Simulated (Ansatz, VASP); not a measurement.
# One calculation of Mn, two programs

```
Mn
1.0
     0.00000    1.93150    1.93150
     1.93150    0.00000    1.93150
     1.93150    1.93150    0.00000
Mn
1
Direct
  0.00000 0.00000 0.00000
```

Alike in both runs: task single point; functional PBE; k mesh 16 × 16 × 16; occupations fermi-dirac, width 0.05 eV; non-collinear spin, spin-orbit coupling.

|  | VASP | Ansatz |
| --- | --- | --- |
| version | VASP 6.6.1 | Ansatz 0.2.0 |
| potentials or method | VASP PAW PBE potentials, release 64 (Mn_pv), cutoff 520 eV | all-electron LAPW |

|  | VASP | Ansatz | Ansatz less VASP |
| --- | --- | --- | --- |
| pressure (GPa) | -12.1 | -16.7 | -4.55 |
| net moment per atom (μB) | 2.88 | 2.64 | -0.243 |

The net moments are unlike, so the other rows may belong to different states. Ansatz ran all-electron here, and VASP with PAW potentials. Ansatz's warnings: stability check not made.
